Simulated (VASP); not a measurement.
# Tl (Im-3m) in VASP: further runs

Tl is run at these levels: r2SCAN; tasks: single point.

All numbers are computed with VASP 6.6.1; they aren't measurements. Logs are shortened: lines on timing, memory, paths and dates and some standing lists are left out, and cuts for length are marked.

**1. The cell of the first run**

Symmetry: Im-3m, No. 229, cubic system. The conventional cell has a = 3.882 Å, b = 3.882 Å, c = 3.882 Å, α = 90.00°, β = 90.00°, γ = 90.00°. Within 4.4 Å of Tl (site symmetry m-3m) lie 14 Tl at 3.36 to 3.88 Å.

**2. Single point, r2SCAN**

POSCAR

```
Tl
1.0
   -1.9410000000      1.9410000000      1.9410000000
    1.9410000000     -1.9410000000      1.9410000000
    1.9410000000      1.9410000000     -1.9410000000
Tl
1
Direct
    0.0000000000      0.0000000000      0.0000000000
```

INCAR.step1

```
PREC = Accurate
ENCUT = 520
ISMEAR = 0
SIGMA = 0.15
LREAL = F
LASPH = T
NELM = 100
NBANDS = 12
GGA = PE
ALGO = Normal
EDIFF = 1E-4
LWAVE = T
LCHARG = F
```

INCAR.step2

```
PREC = Accurate
ENCUT = 520
EDIFF = 1E-6
ISMEAR = 0
SIGMA = 0.15
LREAL = F
LASPH = T
NELM = 100
ALGO = Normal
ISIF = 2
LWAVE = F
LCHARG = T
METAGGA = R2SCAN
LMIXTAU = T
LELF = T
LVHAR = T
NBANDS = 12
ISTART = 1
```

KPOINTS

```
Automatic mesh
0
Gamma
  20 20 20
```

Potentials or basis: VASP PAW PBE potentials, release 64 (Tl_d).

On the command line:

```
> cat potpaw_PBE.64/Tl_d/POTCAR > POTCAR
> cp INCAR.step1 INCAR
> mpirun -np 1 vasp_std > vasp.out
> cp INCAR.step2 INCAR
> mpirun -np 1 vasp_std > vasp.out
```

OUTCAR:

```text
PREC = Accurate
   ENCUT = 520
   EDIFF = 1E-6
   ISMEAR = 0
   LREAL = F
   LASPH = T
   NELM = 100
   ISIF = 2
   METAGGA = R2SCAN
   ISTART = 1

 ion  position               nearest neighbor table
   1  0.000  0.000  0.000-

  LATTYP: Found a body centered cubic cell.
 ALAT       =     3.8820000000

  Lattice vectors:

 A1 = (  -1.9410000000,   1.9410000000,   1.9410000000)
 A2 = (   1.9410000000,  -1.9410000000,   1.9410000000)
 A3 = (   1.9410000000,   1.9410000000,  -1.9410000000)

Analysis of symmetry for initial positions (statically):
=====================================================================
 Subroutine PRICEL returns:
 Original cell was already a primitive cell.

 Routine SETGRP: Setting up the symmetry group for a
 body centered cubic supercell.

 Subroutine GETGRP returns: Found 48 space group operations
 (whereof 48 operations were pure point group operations)
 out of a pool of 48 trial point group operations.

The static configuration has the point symmetry O_h .

Analysis of symmetry for dynamics (positions and initial velocities):
=====================================================================
 Subroutine PRICEL returns:
 Original cell was already a primitive cell.

 Routine SETGRP: Setting up the symmetry group for a
 body centered cubic supercell.

 Subroutine GETGRP returns: Found 48 space group operations
 (whereof 48 operations were pure point group operations)
 out of a pool of 48 trial point group operations.

The dynamic configuration has the point symmetry O_h .

 Subroutine INISYM returns: Found 48 space group operations
 (whereof 48 operations are pure point group operations),
 and found     1 'primitive' translations

----------------------------------------------------------------------------------------

                                     Primitive cell

  volume of cell :      29.2507

  direct lattice vectors                    reciprocal lattice vectors
    -1.941000000  1.941000000  1.941000000     0.000000000  0.257599176  0.257599176
     1.941000000 -1.941000000  1.941000000     0.257599176  0.000000000  0.257599176
     1.941000000  1.941000000 -1.941000000     0.257599176  0.257599176  0.000000000

  length of vectors
     3.361910617  3.361910617  3.361910617     0.364300248  0.364300248  0.364300248

  position of ions in fractional coordinates (direct lattice)
     0.000000000  0.000000000  0.000000000

  ion indices of the primitive-cell ions
   primitive index   ion index
                 1           1

----------------------------------------------------------------------------------------

 KPOINTS: Automatic mesh

Automatic generation of k-mesh.
 Grid dimensions read from file:
 generate k-points for:   20   20   20

 Generating k-lattice:

  Cartesian coordinates                     Fractional coordinates (reciprocal lattice)
     0.000000000  0.012879959  0.012879959     0.050000000  0.000000000  0.000000000
     0.012879959  0.000000000  0.012879959     0.000000000  0.050000000  0.000000000
     0.012879959  0.012879959  0.000000000     0.000000000  0.000000000  0.050000000

  Length of vectors
     0.018215012  0.018215012  0.018215012

  Shift w.r.t. Gamma in fractional coordinates (k-lattice)
     0.000000000  0.000000000  0.000000000

 Subroutine IBZKPT returns following result:
 ===========================================

 Found    256 irreducible k-points:

 Following reciprocal coordinates:
            Coordinates               Weight
  0.000000  0.000000  0.000000      1.000000
  0.050000  0.000000  0.000000     12.000000
  0.100000  0.000000  0.000000     12.000000
  0.150000  0.000000  0.000000     12.000000
  0.200000  0.000000  0.000000     12.000000
  0.250000  0.000000  0.000000     12.000000
[... 16 lines left out ...]
  0.200000  0.100000  0.000000     48.000000
  0.250000  0.100000 -0.000000     48.000000
 [... further k-points ...]
   k-points           NKPTS =    256   k-points in BZ     NKDIM =    256   number of bands    NBANDS=     12
   number of dos      NEDOS =    301   number of ions     NIONS =      1
   total plane-waves  NPLWV =  21952
   dimension x,y,z NGX =    28 NGY =   28 NGZ =   28
   dimension x,y,z NGXF=    56 NGYF=   56 NGZF=   56
   ions per type =               1
   NGX,Y,Z   is equivalent  to a cutoff of  13.85, 13.85, 13.85 a.u.
   NGXF,Y,Z  is equivalent  to a cutoff of  27.69, 27.69, 27.69 a.u.
 SYSTEM =  unknown system
   PREC   = accura    normal or accurate (medium, high low for compatibility)
   ISTART =      1    job   : 0-new  1-cont  2-samecut
   ICHARG =      0    charge: 1-file 2-atom 10-const
   ISPIN  =      1    spin polarized calculation?
   LNONCOLLINEAR =      F non collinear calculations
   LSORBIT =      F    spin-orbit coupling
   LASPH  =      T    aspherical Exc in radial PAW
   ENCUT  =  520.0 eV  38.22 Ry    6.18 a.u.   6.25  6.25  6.25*2*pi/ulx,y,z
   NELM   =    100;   NELMIN=  2; NELMDL=  0     # of ELM steps
   EDIFF  = 0.1E-05   stopping-criterion for ELM
   LREAL  =      F    real-space projection
[... 7 lines left out ...]
   TEBEG  =    0.0;   TEEND  =   0.0 temperature during run
   PSTRESS=    0.0 pullay stress
   NELECT =      13.0000    total number of electrons
   NUPDOWN=      -1.0000    fix difference up-down
   EMIN   =  10.00;   EMAX   =-10.00  energy-range for DOS
   EFERMI =   0.00;   METHOD = LEGACY
   ISMEAR =     0;   SIGMA  =   0.15  broadening in eV -4-tet -1-fermi 0-gaus
   EFERMI_NEDOS =   21; number of points for ismear=-14 and -15
   IALGO  =     38    algorithm
   IMIX   =      4    mixing-type and parameters
     AMIX     =   0.40;   BMIX     =  1.00
     AMIX_MAG =   1.60;   BMIX_MAG =  1.00
  volume/ion in A,a.u.               =      29.25       197.39
  Fermi-wavevector in a.u.,A,eV,Ry     =   1.249330  2.360891 21.236311  1.560825
  Thomas-Fermi vector in A             =   2.383375
   LORBIT       =      0    0 simple, 1 ext, 2 COOP (PROOUT), +10 PAW based schemes
   METAGGA = R2SCAN    functional components
   LHFCALC =     F    Hartree Fock is set to
   AEXX    =    0.0000 exact exchange contribution
   IVDW    =     0    specifies the selected vdW correction
   LEPSILON=     F    determine dielectric tensor
   LRPA    =     F    only Hartree local field effects (RPA)
 non-spin polarized calculation
 Gauss-broadening in eV      SIGMA  =   0.15
  energy-cutoff  :      520.00
  volume of cell :       29.25
 maximum number of plane-waves:       802
 NGX is ok and might be reduce to    28
   NGX = 13   NGY = 13   NGZ = 13

 number of electron      13.0000002 magnetization

 Free energy of the ion-electron system (eV)
  ---------------------------------------------------
  ext. energy  EPLUGINS =         0.00000000
  ---------------------------------------------------
  free energy    TOTEN  =       -53.17288214 eV

  energy without entropy =      -53.16688582  energy(sigma->0) =      -53.16988398

 E-fermi :   6.3310     XC(G=0): -10.6984

 val. band max:        6.3259582146   @ k =   0.2500   0.2000   0.0500
 cond. band min:       6.3392727332   @ k =   0.2500   0.1500   0.1000
 fundamental gap:      0.0133145186
 Fermi energy:         6.3309904541

 k-point     1 :       0.0000    0.0000    0.0000
  band No.  band energies     occupation
      1      -5.9098      2.00000
      2      -5.9098      2.00000
      3      -5.9098      2.00000
      4      -5.4849      2.00000
      5      -5.4849      2.00000
      6      -3.9880      2.00000
      7      17.2051      0.00000
      8      17.2051      0.00000
      9      17.2051      0.00000
     10      19.3103      0.00000
     11      19.3103      0.00000
     12      19.3103      0.00000

 k-point     2 :       0.0500    0.0000    0.0000
  band No.  band energies     occupation
      1      -5.9142      2.00000
      2      -5.9062      2.00000
      3      -5.8939      2.00000
      4      -5.4898      2.00000
      5      -5.4850      2.00000
      6      -3.9305      2.00000
      7      16.5658      0.00000
      8      16.9834      0.00000
      9      17.0901      0.00000
     10      19.0175      0.00000
     11      19.2466      0.00000
     12      19.2695      0.00000

 k-point     3 :       0.1000    0.0000    0.0000
  band No.  band energies     occupation
      1      -5.9270      2.00000
      2      -5.8979      2.00000
      3      -5.8474      2.00000
      4      -5.5034      2.00000
      5      -5.4853      2.00000
      6      -3.7560      2.00000
      7      15.0971      0.00000
      8      16.4176      0.00000
      9      16.7465      0.00000
     10      18.5556      0.00000
     11      19.0828      0.00000
     12      19.2806      0.00000
[... 286 lines left out ...]
 k-point    23 :       0.2000    0.1000    0.0000
  band No.  band energies     occupation
      1      -5.9856      2.00000
      2      -5.9006      2.00000
      3      -5.5777      2.00000
      4      -5.5541      2.00000
      5      -5.4864      2.00000
      6      -2.3197      2.00000
      7       9.8378      0.00000
      8      12.8557      0.00000
      9      14.6251      0.00000
     10      18.2528      0.00000
     11      19.5843      0.00000
     12      19.9935      0.00000

 k-point    24 :       0.2500    0.1000   -0.0000
  band No.  band energies     occupation
      1      -6.0110      2.00000
      2      -5.9206      2.00000
      3      -5.5548      2.00000
      4      -5.5072      2.00000
      5      -5.4605      2.00000
      6      -1.6657      2.00000
      7       8.2880      0.00000
      8      12.2078      0.00000
      9      14.1485      0.00000
     10      18.0141      0.00000
     11      19.7317      0.00000
     12      20.2442      0.00000

 [... further k-points ...]
[... 5 lines left out ...]
  --------------------------------------------------------------------------------------
  -------------------------------------------------------------------------------------
  Total        0.1700935      0.1700935      0.1700935      0.0000000      0.0000000      0.0000000
  in kB        9.3166925      9.3166925      9.3166925      0.0000000      0.0000000      0.0000000
  external PRESSURE =       9.3166925 kB  Pullay stress =       0.0000000 kB

 VOLUME and BASIS-vectors are now :
 -----------------------------------------------------------------------------
  energy-cutoff  :      520.00
  volume of cell :       29.25
      direct lattice vectors                 reciprocal lattice vectors
    -1.941000000  1.941000000  1.941000000     0.000000000  0.257599176  0.257599176
     1.941000000 -1.941000000  1.941000000     0.257599176  0.000000000  0.257599176
     1.941000000  1.941000000 -1.941000000     0.257599176  0.257599176  0.000000000

 POSITION                                       TOTAL-FORCE (eV/Angst)
 -----------------------------------------------------------------------------------
      0.00000      0.00000      0.00000         0.000000      0.000000      0.000000
 -----------------------------------------------------------------------------------
    total drift:                                0.000000     -0.000000      0.000000

  FREE ENERGIE OF THE ION-ELECTRON SYSTEM (eV)
  ---------------------------------------------------
  free  energy   TOTEN  =       -53.1728821384 eV

  energy  without entropy=      -53.1668858195  energy(sigma->0) =      -53.16988398
```

It took 2.9 min on 1 thread of AMD EPYC 9R45 (Zen 5), shared host; peak memory 0.2 GiB.

What came out:

* Free energy: -53.1729 eV
* Pressure: 0.9 GPa

Levels at points of the mesh, in eV from the Fermi level:
| k point | band 2 | band 3 | band 4 | band 5 | band 6 | band 7 | band 8 | band 9 | band 10 | band 11 |
| --- | --- | --- | --- | --- | --- | --- | --- | --- | --- | --- |
| (0.00, 0.00, 0.00) | -12.24 | -12.24 | -11.82 | -11.82 | -10.32 | 10.87 | 10.87 | 10.87 | 12.98 | 12.98 |
| (0.50, 0.00, 0.00) | -12.38 | -11.84 | -11.82 | -11.54 | -5.32 | -2.71 | 5.87 | 7.40 | 10.49 | 11.66 |
| (0.50, 0.50, 0.50) | -12.43 | -11.60 | -11.60 | -11.60 | -1.87 | 1.45 | 1.45 | 1.45 | 6.86 | 6.86 |

Caveat: the PAW data sets were made with another functional, which shifts forces and pressure a little; spin-orbit coupling is left out, which moves the levels of the heavy elements.

**3. Single point, r2SCAN**

POSCAR is that of step 2.

INCAR.step1

```
  PREC = Accurate
  ENCUT = 520
  ISMEAR = 0
  SIGMA = 0.15
  LREAL = False
  LASPH = True
  NELM = 100
  NBANDS = 12
  GGA = PE
  ALGO = Normal
  EDIFF = 1E-4
  LWAVE = True
  LCHARG = False
```

INCAR.step2

```
  PREC = Accurate
  ENCUT = 520
  EDIFF = 1E-6
  ISMEAR = 0
  SIGMA = 0.15
  LREAL = False
  LASPH = True
  NELM = 100
  ALGO = Normal
  ISIF = 2
  LWAVE = False
  LCHARG = False
  METAGGA = R2SCAN
  LMIXTAU = True
  NBANDS = 12
  ISTART = 1
```

KPOINTS

```
regular mesh
0
Gamma
  18 18 18
```

Potentials or basis: VASP PAW PBE potentials, release 64 (Tl_d).

On the command line:

```
> cat potpaw_PBE.64/Tl_d/POTCAR > POTCAR
> cp INCAR.step1 INCAR
> mpirun -np 1 vasp_std > vasp.out
> cp INCAR.step2 INCAR
> mpirun -np 1 vasp_std > vasp.out
```

It took 2.5 min on 1 thread of AMD EPYC 9R45 (Zen 5), shared host; peak memory 0.18 GiB.

The run converged. Its results:

```yaml
Free_energy: -53.1743 eV
Pressure: 0.9 GPa
```

Levels at points of the mesh, in eV from the Fermi level:
```
           k point  band 4  band 5  band 6  band 7  band 8  band 9
(0.00, 0.00, 0.00)  -11.84  -11.84  -10.34   10.86   10.86   10.86
(0.50, 0.00, 0.00)  -11.84  -11.56   -5.34   -2.73    5.85    7.38
(0.50, 0.50, 0.50)  -11.62  -11.62   -1.89    1.43    1.43    1.43
```

Caveat: the PAW data sets were made with another functional, which shifts forces and pressure a little; spin-orbit coupling is left out, which moves the levels of the heavy elements.
